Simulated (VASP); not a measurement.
Write the native input for VASP 6.6.1 that does the following.

```
Task                   : single point
Functional             : RPBE
Potentials or basis    : VASP PAW PBE potentials, release 64 (Ca_sv)
Cutoff                 : 520 eV
k mesh                 : 10 × 10 × 6
Occupations            : fermi-dirac, width 0.1 eV
Spin                   : no spin polarisation
Dipole correction      : no
Further INCAR settings : ALGO = Normal; EDIFF = 1e-06; NBANDS = 17
```

The structure of Ca lies in POSCAR:

```
Ca
1.0
    4.0285259094      0.0000000000      0.0000000000
   -2.0142629547      3.4888057774      0.0000000000
    0.0000000000      0.0000000000      6.6131185905
Ca
2
Direct
    0.3333333333      0.6666666667      0.2500000000
    0.6666666667      0.3333333333      0.7500000000
```

This isn't the form of Ca at room conditions, which is fcc.

One way to write it, as run:

INCAR

```
  PREC = Accurate
  ENCUT = 520
  EDIFF = 1E-6
  ISMEAR = -1
  SIGMA = 0.1
  LREAL = F
  LASPH = T
  NELM = 100
  ALGO = Normal
  ISIF = 2
  LWAVE = F
  LCHARG = F
  GGA = RP
  NBANDS = 17
```

KPOINTS

```
Automatic mesh
0
Gamma
  10 10 6
```

Potentials or basis: VASP PAW PBE potentials, release 64 (Ca_sv).

Run with:

```console
$ cat potpaw_PBE.64/Ca_sv/POTCAR > POTCAR
$ mpirun -np 1 vasp_std > vasp.out
```

Results of the run:

| Property | Result |
| --- | --- |
| Pressure | -0.6 GPa |
| Band gap on the k mesh | zero (bands 10 and 11 overlap by 0.49 eV) |

Caveat: the PAW data sets were made with another functional, which shifts forces and pressure a little.

Run time: 34 s on 1 thread of Intel(R) Xeon(R) 6975P-C (Granite Rapids) (shared host), peak memory 0.23 GiB.
